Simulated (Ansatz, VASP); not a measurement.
## ZnO: VASP beside Ansatz

```xyz
4
Lattice="3.2493 0.0000 0.0000 -1.6247 2.8140 0.0000 0.0000 0.0000 5.2057" Properties=species:S:1:pos:R:3 pbc="T T T"
Zn    0.0000    1.8760    2.6029
Zn    1.6247    0.9380    0.0000
O     1.6247    0.9380    1.9730
O     0.0000    1.8760    4.5759
```

Alike in both runs: task electric field gradients; functional PBEsol; k mesh 14 × 14 × 8; occupations fermi-dirac, width 0.02 eV; no spin polarisation.

|  | VASP | Ansatz |
| --- | --- | --- |
| version | VASP 6.6.1 | Ansatz 0.2.0 |
| potentials or method | VASP PAW PBE potentials, release 64 (Zn, O) | plane-wave PAW, scalar-relativistic |
| plane-wave cutoff (eV) | 520 | 420 |
| valence electrons in the cell | 36 | 36 |

```tsv
	VASP	Ansatz	Ansatz less VASP
pressure (GPa)	-0.5	-1.5	-0.99
traceless stress, the component that is largest in VASP (GPa)	1.15	1.11	-0.044
rms of the force components (eV/Å)	0.038	0.036	-0.0021
size of Vzz on the site where it differs most (V/Å²)	1.9	1.9	-0.03
```

VASP's potentials were made for PBE, not for PBEsol, and Ansatz warns of the same on its side. Atom by atom the forces differ by 0.002 eV/Å (rms over components).
